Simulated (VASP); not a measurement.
Runs of VASP 6.6.1 on K. The structure is that of space group P6_3/mmc (No. 194), or close to it. The cells are those of the table. 

```csv
cell,gap on the mesh (eV),pressure (GPa)
"a = 4.527, b = 4.527, c = 14.786 Å, angles 90.0, 90.0, 120.0°, 4 atoms",none,0.3
"a = 4.592, b = 4.592, c = 14.998 Å, angles 90.0, 90.0, 120.0°, 4 atoms",none,(b)
"a = 4.655, b = 4.655, c = 15.203 Å, angles 90.0, 90.0, 120.0°, 4 atoms",none,(a)
"a = 4.461, b = 4.461, c = 14.569 Å, angles 90.0, 90.0, 120.0°, 4 atoms",none,0.6
"a = 4.716, b = 4.716, c = 15.403 Å, angles 90.0, 90.0, 120.0°, 4 atoms",none,-0.1
```

Alike in all rows: task single point; level PBEsol; potentials or basis VASP PAW PBE potentials, release 64 (K_sv); no spin polarisation; k mesh 9 × 9 × 3; cutoff (eV) 520; smearing fermi-dirac 0.1 eV.

Question: Estimate the missing entries.

Answer: (a) 0.0; (b) 0.2.

Caveats: the PAW data sets were made with another functional, which shifts forces and pressure a little.

A gap of «none» marks levels without a gap at the run's occupations.
